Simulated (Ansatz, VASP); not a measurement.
## One calculation of TaN, two programs

```xyz
6
Lattice="4.7887 0.0000 0.0000 -2.3943 4.1471 0.0000 0.0000 0.0000 2.6713" Properties=species:S:1:pos:R:3 pbc="T T T"
Ta    0.0000    0.0000    0.0000
Ta    0.0000    2.7647    1.3357
Ta    2.3943    1.3824    1.3357
N     2.3943    0.0000    0.0000
N     1.1972    2.0736    0.0000
N    -1.1972    2.0736    0.0000
```

Change from the starting cell: strain -0.080 along x and y, -0.080 along z, atoms carried along.

Alike in both runs: task single point; functional PBEsol; k mesh 12 × 12 × 16; occupations gaussian, width 0.15 eV; no spin polarisation.

|  | VASP | Ansatz |
| --- | --- | --- |
| version | VASP 6.6.1 | Ansatz 0.2.0 |
| potentials or method | VASP PAW PBE potentials, release 64 (Ta_pv, N), cutoff 520 eV | scalar-relativistic, plane waves, PAW |
| valence electrons in the cell | 48 | 54 |

```csv
,VASP,Ansatz,Ansatz less VASP
gap on the k mesh at the Fermi level (eV),none,none,-
pressure (GPa),140.1,136.1,-3.99
"traceless stress, the component that is largest in VASP (GPa)",36.18,35.15,-1.029
```

VASP's potentials were made for PBE, not for PBEsol. A gap of «none» marks a metal or a gap that the smearing closes. Both programs put the cell under a high pressure, so it lies far from rest at this level. VASP's potentials hold 48 valence electrons a cell and Ansatz's 54, so a difference there can come from the potentials and not from the codes.

Neither program's run includes spin-orbit coupling. Noted on VASP's run: the cell as given lies far from equilibrium.
